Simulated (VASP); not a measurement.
Wanted: the native input for a VASP 6.6.1 run.

```yaml
Task: single point
Functional: PBE
Potentials_or_basis: VASP PAW PBE potentials, release 64 (Te, Mo_sv)
Cutoff: 500 eV
k_mesh: 6 × 6 × 2
Occupations: gaussian, width 0.05 eV
Spin: collinear spin, zero start
Starting_moments: "[0.0, 0.0, 0.0, 0.0, 0.0, 0.0] μB"
Hubbard_terms: Mo d U = 3.0 eV
Dipole_correction: no
Further_INCAR_settings: ALGO = Normal; EDIFF = 1e-06; NBANDS = 39
```

The structure of Te2Mo lies in POSCAR:

```
Te2Mo
1.0
    3.5181997400      0.0000000000      0.0000000000
   -1.7590998700      3.0468503500      0.0000000000
    0.0000000000      0.0000000000     13.9735999500
Te Mo
4 2
Direct
    0.3333333333      0.6666666667      0.6210000000
    0.6666666667      0.3333333333      0.1210000000
    0.3333333333      0.6666666667      0.8790000000
    0.6666666667      0.3333333333      0.3790000000
    0.3333333333      0.6666666667      0.2500000000
    0.6666666667      0.3333333333      0.7500000000
```

The input as run:

INCAR

```
PREC = Accurate ; ENCUT = 500
EDIFF = 1E-6 ; ISMEAR = 0
SIGMA = 0.05 ; LREAL = False
LASPH = True ; NELM = 200
ALGO = Normal ; ISIF = 2
LWAVE = False ; LCHARG = False
ISPIN = 2 ; MAGMOM = 0 0 0 0 0 0
LORBIT = 11 ; LMAXMIX = 4
LDAU = True ; LDAUTYPE = 2
LDAUL = -1 2 ; LDAUU = 0 3
LDAUJ = 0 0 ; LDAUPRINT = 1
GGA = PE ; NBANDS = 39
GGA_COMPAT = False
```

KPOINTS

```
regular mesh
0
Gamma
  6 6 2
```

Potentials or basis: VASP PAW PBE potentials, release 64 (Te, Mo_sv).

Launch:

```sh
$ cat potpaw_PBE.64/Te/POTCAR potpaw_PBE.64/Mo_sv/POTCAR > POTCAR
$ mpirun -np 1 vasp_std > vasp.out
```

Results of the run:

```json
{
 "Pressure": "3.9 GPa",
 "Largest force": "0.346 eV/Å",
 "Band gap on the k mesh": "0.81 eV (least direct gap 1.04 eV)",
 "Net moment": "0.00 μB per cell",
 "Valence electrons inside the program's atomic spheres": "Te 3.44; Mo 12.34"
}
```

Caveat: the cell stands under pressure; spin-orbit coupling is left out, which moves the levels of the heavy elements; this functional lacks dispersion, which binds layers or chains, so the pressure and a relaxed spacing across them are unreliable; the U is typed as a test and isn't derived for this compound.

It took 2.1 min on 1 thread of Oxide Virtual Turin-like Processor (shared host), peak memory 0.36 GiB.
